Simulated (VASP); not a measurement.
## Li: single point with revPBE

Crystal: Li.

```
CELL_PARAMETERS angstrom
-1.74177 1.74177 1.74177
1.74177 -1.74177 1.74177
1.74177 1.74177 -1.74177
ATOMIC_POSITIONS crystal
Li 0.00000 0.00000 0.00000
```

```
Program                : VASP 6.6.1
Task                   : single point
Functional             : revPBE
Potentials or basis    : VASP PAW PBE potentials, release 64 (Li_sv)
Cutoff                 : 520 eV
k mesh                 : 21 × 21 × 21
Occupations            : fermi-dirac, width 0.1 eV
Spin                   : no spin polarisation
Dipole correction      : no
Further INCAR settings : ALGO = Normal; EDIFF = 1e-07; NBANDS = 8
```

```
Band gap on the k mesh : zero (an odd number of electrons rules out a gap without spin polarisation)
```

Levels at points of the mesh, in eV from the Fermi level:
```
           k point  band 1  band 2  band 3  band 4  band 5
(0.00, 0.00, 0.00)  -46.77   -3.53   14.39   14.39   14.39
```

Wall time 11 s on 1 thread of Intel(R) Xeon(R) 6975P-C (Granite Rapids), on a shared host, peak memory 0.15 GiB.
